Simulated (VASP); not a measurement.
Input of a VASP 6.6.1 run:

Contents of INCAR:

```
PREC     = Accurate       # precision mode
ENCUT    = 520            # plane-wave cutoff, eV
EDIFF    = 1E-6           # SCF threshold, eV
ISMEAR   = -1             # smearing method
SIGMA    = 0.1            # smearing width, eV
LREAL    = F              # projectors in reciprocal space
LASPH    = T              # aspherical terms in the spheres
NELM     = 80             # most SCF steps
ALGO     = Normal         # electronic algorithm
ISIF     = 2              # what is computed and relaxed
LWAVE    = F              # write WAVECAR
LCHARG   = T              # write CHGCAR
GGA      = CA             # functional
LELF     = T              # ELF
LVHAR    = T            
NBANDS   = 9              # bands
```

File KPOINTS:

```
regular mesh
0
Gamma
  6 6 4
```

Contents of POSCAR:

```
Mg
1.0
    4.0346220000      0.0000000000      0.0000000000
   -2.0173110000      3.4940850000      0.0000000000
    0.0000000000      0.0000000000      6.4322940000
Mg
2
Direct
    0.6666666667      0.3333333333      0.4957550000
    0.3333333333      0.6666666667      0.9957550000
```

Potentials or basis: VASP PAW LDA potentials, release 64 (Mg).

The run is started by

```console
$ cat potpaw_LDA.64/Mg/POTCAR > POTCAR
$ mpirun -np 1 vasp_std > vasp.out
```

(1) Predict the pressure.

(2) Predict the band gap on the k mesh.

Answers

(1) -4.9 GPa.

(2) zero (bands 2 and 3 overlap by 0.59 eV).

Caveat: the cell stands under tension.
